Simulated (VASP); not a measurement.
# AlCu (Cmmm) in VASP: further runs

The runs below take AlCu through single point, with PBEsol.

Everything below comes from runs of VASP 6.6.1. Logs are shortened: lines on timing, memory, paths and dates and some standing lists are left out, and cuts for length are marked.

## 1. The cell of the first run

It takes space group Cmmm (No. 65, orthorhombic). The conventional cell has a = 4.154 Å, b = 4.324 Å, c = 2.998 Å, α = 90.00°, β = 90.00°, γ = 90.00°. Within 3.4 Å of Al (site symmetry mmm) lie 8 Cu at 2.56 to 2.63 Å and 6 Al at 3.00 Å. Cu (site symmetry mmm) has 8 Al at 2.56 to 2.63 Å and 6 Cu at 3.00 Å within 3.4 Å.

## 2. Single point, PBEsol (strain -0.0400 x Voigt [0, 0, 0, 0, 0, 1])

INCAR reads:

```
SYSTEM = AlCu
PREC     = Accurate       ! precision mode
ENCUT    = 520            ! plane-wave cutoff, eV
EDIFF    = 1E-6           ! SCF threshold, eV
ISMEAR   = 0              ! smearing method
SIGMA    = 0.15           ! smearing width, eV
LREAL    = .FALSE.        ! projectors in reciprocal space
LASPH    = .TRUE.         ! aspherical terms in the spheres
NELM     = 80             ! most SCF steps
ALGO     = Fast           ! electronic algorithm
ISIF     = 2              ! what is computed and relaxed
LWAVE    = .FALSE.        ! write WAVECAR
LCHARG   = .FALSE.        ! write CHGCAR
GGA      = PS             ! functional
NBANDS   = 14             ! bands
```

KPOINTS reads:

```
Automatic mesh
0
G
  16 16 16
  0 0 0
```

POSCAR reads:

```
AlCu
1.0
    2.9975090000     -0.0599501800      0.0000000000
   -0.0599501800      2.9975090000      0.0000000000
    0.0000000000      0.0000000000      2.9975090000
Al Cu
1 1
Direct
    0.0000000000      0.0000000000      0.0000000000
    0.5000000000      0.5000000000      0.5000000000
```

Potentials or basis: VASP PAW PBE potentials, release 64 (Al, Cu).

Command:

```sh
$ cat potpaw_PBE.64/Al/POTCAR potpaw_PBE.64/Cu/POTCAR > POTCAR
$ mpirun -np 1 vasp_std > vasp.out
```

OUTCAR:

```text
SYSTEM = AlCu
   PREC = Accurate
   ENCUT = 520
   EDIFF = 1E-6
   ISMEAR = 0
   LREAL = .FALSE.
   LASPH = .TRUE.
   NELM = 80
   ISIF = 2
   GGA = PS

 ion  position               nearest neighbor table
   1  0.000  0.000  0.000-   2 2.56   2 2.56   2 2.56   2 2.56   2 2.63   2 2.63   2 2.63   2 2.63

   2  0.500  0.500  0.500-   1 2.56   1 2.56   1 2.56   1 2.56   1 2.63   1 2.63   1 2.63   1 2.63

  LATTYP: Found a base centered orthorhombic cell.
 ALAT       =     4.1543355235
 B/A-ratio  =     1.0408163265
 C/A-ratio  =     0.7215375318

  Lattice vectors:

 A1 = (   2.9975090000,  -0.0599501800,   0.0000000000)
 A2 = (  -0.0599501800,   2.9975090000,   0.0000000000)
 A3 = (   0.0000000000,   0.0000000000,   2.9975090000)

Analysis of symmetry for initial positions (statically):
=====================================================================
 Subroutine PRICEL returns:
 Original cell was already a primitive cell.

 Routine SETGRP: Setting up the symmetry group for a
 base centered orthorhombic supercell.

 Subroutine GETGRP returns: Found  8 space group operations
 (whereof  8 operations were pure point group operations)
 out of a pool of  8 trial point group operations.

The static configuration has the point symmetry D_2h.

Analysis of symmetry for dynamics (positions and initial velocities):
=====================================================================
 Subroutine PRICEL returns:
 Original cell was already a primitive cell.

 Routine SETGRP: Setting up the symmetry group for a
 base centered orthorhombic supercell.

 Subroutine GETGRP returns: Found  8 space group operations
 (whereof  8 operations were pure point group operations)
 out of a pool of  8 trial point group operations.

The dynamic configuration has the point symmetry D_2h.

 Subroutine INISYM returns: Found  8 space group operations
 (whereof  8 operations are pure point group operations),
 and found     1 'primitive' translations

----------------------------------------------------------------------------------------

                                     Primitive cell

  volume of cell :      26.9220

  direct lattice vectors                    reciprocal lattice vectors
     2.997509000 -0.059950180  0.000000000     0.333743839  0.006674877  0.000000000
    -0.059950180  2.997509000  0.000000000     0.006674877  0.333743839  0.000000000
     0.000000000  0.000000000  2.997509000     0.000000000  0.000000000  0.333610341

  length of vectors
     2.998108442  2.998108442  2.997509000     0.333810581  0.333810581  0.333610341

[... 87 lines left out ...]
   ISYM   =      2    0-nonsym 1-usesym 2-fastsym
   POTIM  = 0.5000    time-step for ionic-motion
   TEBEG  =    0.0;   TEEND  =   0.0 temperature during run
   PSTRESS=    0.0 pullay stress
   NELECT =      14.0000    total number of electrons
   NUPDOWN=      -1.0000    fix difference up-down
   EMIN   =  10.00;   EMAX   =-10.00  energy-range for DOS
   EFERMI =   0.00;   METHOD = LEGACY
   ISMEAR =     0;   SIGMA  =   0.15  broadening in eV -4-tet -1-fermi 0-gaus
   EFERMI_NEDOS =   21; number of points for ismear=-14 and -15
   IALGO  =     68    algorithm
   IMIX   =      4    mixing-type and parameters
     AMIX     =   0.40;   BMIX     =  1.00
     AMIX_MAG =   1.60;   BMIX_MAG =  1.00
  volume/ion in A,a.u.               =      13.46        90.84
  Fermi-wavevector in a.u.,A,eV,Ry     =   1.316482  2.487790 23.580596  1.733125
  Thomas-Fermi vector in A             =   2.446591
   LORBIT       =      0    0 simple, 1 ext, 2 COOP (PROOUT), +10 PAW based schemes
   GGA     = PS    functional components
   LHFCALC =     F    Hartree Fock is set to
   AEXX    =    0.0000 exact exchange contribution
   IVDW    =     0    specifies the selected vdW correction
   LEPSILON=     F    determine dielectric tensor
   LRPA    =     F    only Hartree local field effects (RPA)
 non-spin polarized calculation
 RMM-DIIS sequential band-by-band and
 Gauss-broadening in eV      SIGMA  =   0.15
  energy-cutoff  :      520.00
  volume of cell :       26.92
 maximum number of plane-waves:       748
   NGX = 11   NGY = 11   NGZ = 11

 number of electron      14.0000015 magnetization

 Free energy of the ion-electron system (eV)
  ---------------------------------------------------
  ext. energy  EPLUGINS =         0.00000000
  ---------------------------------------------------
  free energy    TOTEN  =        -8.69905377 eV

  energy without entropy =       -8.69257049  energy(sigma->0) =       -8.69581213

 E-fermi :   8.9498     XC(G=0): -11.6102

 val. band max:        8.9447763198   @ k =   0.5000   0.4375   0.4375
 cond. band min:       8.9513363203   @ k =   0.3125   0.3125   0.1875
 fundamental gap:      0.0065600005
 Fermi energy:         8.9498066200

 k-point     1 :       0.0000    0.0000    0.0000
  band No.  band energies     occupation
      1      -2.5143      2.00000
      2       4.0779      2.00000
      3       4.0856      2.00000
      4       5.0471      2.00000
      5       5.0885      2.00000
      6       5.1289      2.00000
      7      12.6554      0.00000
      8      12.7910      0.00000
      9      12.9678      0.00000
     10      15.2865      0.00000
     11      15.2978      0.00000
     12      18.9698      0.00000
     13      27.1834      0.00000
     14      27.3187      0.00000
[... 377 lines left out ...]
      1      -2.3876      2.00000
      2       4.0930      2.00000
      3       4.1002      2.00000
      4       5.0355      2.00000
      5       5.0488      2.00000
      6       5.1087      2.00000
      7      11.8625      0.00000
      8      12.3995      0.00000
      9      12.9435      0.00000
     10      15.6587      0.00000
     11      16.2937      0.00000
     12      19.4674      0.00000
     13      24.7851      0.00000
     14      26.5370      0.00000

 [... further k-points ...]
[... 5 lines left out ...]
  --------------------------------------------------------------------------------------
  -------------------------------------------------------------------------------------
  Total       -0.6879458     -0.6879458     -0.7707192      0.2444391      0.0000000      0.0000000
  in kB      -40.9408708    -40.9408708    -45.8668596     14.5470053      0.0000000      0.0000000
  external PRESSURE =     -42.5828671 kB  Pullay stress =       0.0000000 kB

 VOLUME and BASIS-vectors are now :
 -----------------------------------------------------------------------------
  energy-cutoff  :      520.00
  volume of cell :       26.92
      direct lattice vectors                 reciprocal lattice vectors
     2.997509000 -0.059950180  0.000000000     0.333743839  0.006674877  0.000000000
    -0.059950180  2.997509000  0.000000000     0.006674877  0.333743839  0.000000000
     0.000000000  0.000000000  2.997509000     0.000000000  0.000000000  0.333610341

 POSITION                                       TOTAL-FORCE (eV/Angst)
 -----------------------------------------------------------------------------------
      0.00000      0.00000      0.00000        -0.000000      0.000000      0.000000
      1.46878      1.46878      1.49875         0.000000      0.000000      0.000000
 -----------------------------------------------------------------------------------
    total drift:                                0.000000      0.000000     -0.000000

  FREE ENERGIE OF THE ION-ELECTRON SYSTEM (eV)
  ---------------------------------------------------
  free  energy   TOTEN  =        -8.6990537660 eV

  energy  without entropy=       -8.6925704889  energy(sigma->0) =       -8.69581213
```

OSZICAR:

```text
N       E                     dE             d eps       ncg     rms          rms(c)
DAV:   1     0.513972734597E+02    0.51397E+02   -0.59675E+03 18962   0.125E+03
DAV:   2    -0.862587044863E+01   -0.60023E+02   -0.53755E+02 19448   0.206E+02
DAV:   3    -0.107255555777E+02   -0.20997E+01   -0.20471E+01 24110   0.435E+01
DAV:   4    -0.107621132269E+02   -0.36558E-01   -0.36542E-01 22256   0.476E+00
DAV:   5    -0.107634013077E+02   -0.12881E-02   -0.12880E-02 27686   0.955E-01    0.128E+01
RMM:   6    -0.114943151943E+02   -0.73091E+00   -0.22336E+01 22893   0.808E+01    0.108E+01
RMM:   7    -0.872187913537E+01    0.27724E+01   -0.56831E+00 21623   0.417E+01    0.899E-01
RMM:   8    -0.870229408505E+01    0.19585E-01   -0.27975E-01 20933   0.969E+00    0.579E-01
RMM:   9    -0.869892199805E+01    0.33721E-02   -0.17367E-02 23241   0.106E+00    0.160E-01
RMM:  10    -0.869893869521E+01   -0.16697E-04   -0.31268E-03 24562   0.730E-01    0.714E-02
RMM:  11    -0.869905900285E+01   -0.12031E-03   -0.11048E-03 26415   0.337E-01    0.504E-02
RMM:  12    -0.869904872701E+01    0.10276E-04   -0.42966E-04 24760   0.297E-01    0.319E-02
RMM:  13    -0.869905353375E+01   -0.48067E-05   -0.16612E-04 28588   0.107E-01    0.126E-02
RMM:  14    -0.869905696190E+01   -0.34282E-05   -0.23173E-05 24050   0.337E-02    0.232E-02
RMM:  15    -0.869905385109E+01    0.31108E-05   -0.58721E-06 22057   0.359E-02    0.127E-02
RMM:  16    -0.869905376599E+01    0.85106E-07   -0.15326E-06 15114   0.990E-03
   1 F= -.86990538E+01 E0= -.86958121E+01  d E =-.648328E-02
```

stdout:

```text
POSCAR found type information on POSCAR AlCu
 POSCAR found :  2 types and       2 ions
 scaLAPACK will be used
 -----------------------------------------------------------------------------
|                                                                             |
|                                                                             |
|     You enforced a specific xc type in the INCAR file but a different       |
|     I HOPE YOU KNOW WHAT YOU ARE DOING!                                     |
|                                                                             |
 -----------------------------------------------------------------------------

 LDA part: xc-table for (Slater+PW92), standard interpolation
 POSCAR, INCAR and KPOINTS ok, starting setup
 FFT: planning ... GRIDC
 FFT: planning ... GRID_SOFT
 FFT: planning ... GRID
 WAVECAR not read
 entering main loop
WARNING in EDDRMM: call to ZHEGV failed, returncode =   6  3     13
WARNING in EDDRMM: call to ZHEGV failed, returncode =   6  3     14
```

Wall time 2.4 min (1 thread of Intel Xeon Platinum 8488C (Sapphire Rapids), shared host); peak memory 0.35 GiB.

Results:

- Free energy: -8.6991 eV
- Pressure: -4.3 GPa
- Band gap on the k mesh: zero (band 7 reaches 12.66 eV, above the bottom of band 8 at 8.01 eV)

Caveat: the cell differs from its parent crystal (strain -0.0400 x Voigt [0, 0, 0, 0, 0, 1]); the PAW data sets were made with another functional, which shifts forces and pressure a little.

(Continued in part 2 of 2.)
